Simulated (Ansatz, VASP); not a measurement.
SbS2 in VASP and in Ansatz

File INCAR:

```
SYSTEM = SbS2
PREC     = Accurate       ! precision mode
ENCUT    = 520            ! plane-wave cutoff, eV
EDIFF    = 1E-6           ! SCF threshold, eV
ISMEAR   = 0              ! smearing method
SIGMA    = 0.1            ! smearing width, eV
LREAL    = .False.        ! projectors in reciprocal space
LASPH    = .True.         ! aspherical terms in the spheres
NELM     = 80             ! most SCF steps
ALGO     = Normal         ! electronic algorithm
ISIF     = 2              ! what is computed and relaxed
LWAVE    = .False.        ! write WAVECAR
LCHARG   = .False.        ! write CHGCAR
GGA      = PE             ! functional
NBANDS   = 16             ! bands
```

The input KPOINTS:

```
regular mesh
0
Gamma
  6 6 6
  0 0 0
```

File POSCAR:

```
SbS2
1.0
    1.9053286359      1.1000420008      5.7545798880
   -1.9053286359      1.1000420008      5.7545798880
    0.0000000000     -2.2000840017      5.7545798880
Sb S
1 2
Direct
    0.0000000000      0.0000000000      0.0000000000
    0.7500000000      0.7500000000      0.7500000000
    0.2500000000      0.2500000000      0.2500000000
```

Input for Ansatz:

```yaml
crystal:
  lattice:
    - [1.9053286359, 1.1000420008, 5.754579888]
    - [-1.9053286359, 1.1000420008, 5.754579888]
    - [0.0, -2.2000840017, 5.754579888]
  atoms:
    - { symbol: Sb, position: [0.0, 0.0, 0.0] }
    - { symbol: S, position: [0.75, 0.75, 0.75] }
    - { symbol: S, position: [0.25, 0.25, 0.25] }
basis:
  ecutwfc: 420
kpoints:
  mp_grid: { grid: [6, 6, 6] }
hamiltonian:
  xc: pbe
scf:
  occupations: { method: gaussian, width: 0.1 }
  lower_state_search: "off"
output:
  forces: true
  stress: true
  eigenvalues: true
```

Alike in both runs: task single point; functional PBE; k mesh 6 × 6 × 6; occupations gaussian, width 0.1 eV; no spin polarisation.

```csv
,VASP,Ansatz
version,VASP 6.6.1,Ansatz 0.2.0
potentials or method,"VASP PAW PBE potentials, release 64 (Sb, S), cutoff 520 eV","scalar-relativistic, plane waves, PAW"
valence electrons in the cell,17,27
```

```csv
,VASP,Ansatz,Ansatz less VASP
gap on the k mesh at the Fermi level (eV),none,none,-
pressure (GPa),2.3,2.5,+0.21
"traceless stress, the component that is largest in VASP (GPa)",3.10,3.03,-0.072
rms of the force components (eV/Å),0.330,0.338,+0.0076
```

Atom by atom the forces differ by 0.008 eV/Å (rms over components). A gap of «none» marks a metal or a gap that the smearing closes. VASP's potentials hold 17 valence electrons a cell and Ansatz's 27, so a difference there can come from the potentials and not from the codes.

Spin-orbit coupling is off throughout.
